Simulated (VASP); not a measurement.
A run of VASP 6.6.1 is set up as follows.

File INCAR:

```
SYSTEM = Al3CrB
ALGO = Normal ; EDIFF = 1E-6
ENCUT = 500 ; GGA = PE
GGA_COMPAT = .False. ; ISIF = 2
ISMEAR = 0 ; ISPIN = 2
LASPH = .True. ; LCHARG = .False.
LMAXMIX = 4 ; LORBIT = 11
LREAL = .False. ; LWAVE = .False.
MAGMOM = 0 0 0 4.03 0.19 ; NBANDS = 24
NELM = 200 ; PREC = Accurate
SIGMA = 0.1
```

File KPOINTS:

```
k-points
0
Gamma
  10 10 10
  0 0 0
```

File POSCAR:

```
Al3CrB
1.0
    4.1939436300      0.0000000000      0.0000000000
    0.0000000000      4.1939436300      0.0000000000
    0.0000000000      0.0000000000      4.1939436300
Al Cr B
3 1 1
Direct
    0.0000000000      0.5000000000      0.0000000000
    0.0000000000      0.0000000000      0.5000000000
    0.5000000000      0.0000000000      0.0000000000
    0.5000000000      0.5000000000      0.5000000000
    0.0000000000      0.0000000000      0.0000000000
```

Potentials or basis: VASP PAW PBE potentials, release 64 (Al, Cr_pv, B).

Command:

```bash
$ cat potpaw_PBE.64/Al/POTCAR potpaw_PBE.64/Cr_pv/POTCAR potpaw_PBE.64/B/POTCAR > POTCAR
$ mpirun -np 1 vasp_std > vasp.out
```

(1) What does it give for the net moment?

(2) Estimate the site moments.

(3) What does it give for the pressure?

Results:

(1) 3.76 μB per cell.

(2) Al -0.03; Cr +3.47; B +0.10 μB.

(3) 0.0 GPa.

Caveat: a cell with one magnetic atom can't hold antiferromagnetic order, which such compounds often take.
